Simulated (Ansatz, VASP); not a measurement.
# Mo in VASP and in Ansatz

Contents of INCAR:

```
  PREC = Accurate
  ENCUT = 520
  EDIFF = 1E-6
  ISMEAR = 0
  SIGMA = 0.15
  LREAL = F
  LASPH = T
  NELM = 100
  ALGO = Fast
  ISIF = 2
  LWAVE = F
  LCHARG = F
  GGA = PE
  NBANDS = 13
```

File KPOINTS:

```
regular mesh
0
Gamma
  22 22 22
```

Contents of POSCAR:

```
Mo
1.0
   -1.6495500000      1.5710000000      1.5710000000
    1.6495500000     -1.5710000000      1.5710000000
    1.6495500000      1.5710000000     -1.5710000000
Mo
1
Direct
    0.0000000000      0.0000000000      0.0000000000
```

Input for Ansatz:

```yaml
crystal:
  lattice:
    - [-1.64955, 1.571, 1.571]
    - [1.64955, -1.571, 1.571]
    - [1.64955, 1.571, -1.571]
  atoms:
    - { symbol: Mo, position: [0.0, 0.0, 0.0] }
basis:
  ecutwfc: 420
kpoints:
  mp_grid: { grid: [22, 22, 22] }
hamiltonian:
  xc: pbe
scf:
  occupations: { method: gaussian, width: 0.15 }
output:
  forces: true
  stress: true
  eigenvalues: true
  write_density: true
  write_potential: true
  elf: true
  volumetric_format: npy
```

Change from the starting cell: strain +0.0500 x Voigt [1, 0, 0, 0, 0, 0], atoms carried along.

Alike in both runs: task single point; functional PBE; k mesh 22 × 22 × 22; occupations gaussian, width 0.15 eV; no spin polarisation.

|  | VASP | Ansatz |
| --- | --- | --- |
| version | VASP 6.6.1 | Ansatz 0.2.0 |
| potentials or method | VASP PAW PBE potentials, release 64 (Mo_sv), cutoff 520 eV | scalar-relativistic, plane waves, PAW |
| valence electrons in the cell | 14 | 14 |

```tsv
	VASP	Ansatz	Ansatz less VASP
gap on the k mesh at the Fermi level (eV)	none	none	-
pressure (GPa)	-6.7	-7.2	-0.49
traceless stress, the component that is largest in VASP (GPa)	-8.61	-8.61	-0.007
```

A gap of «none» marks a metal or a gap that the smearing closes.
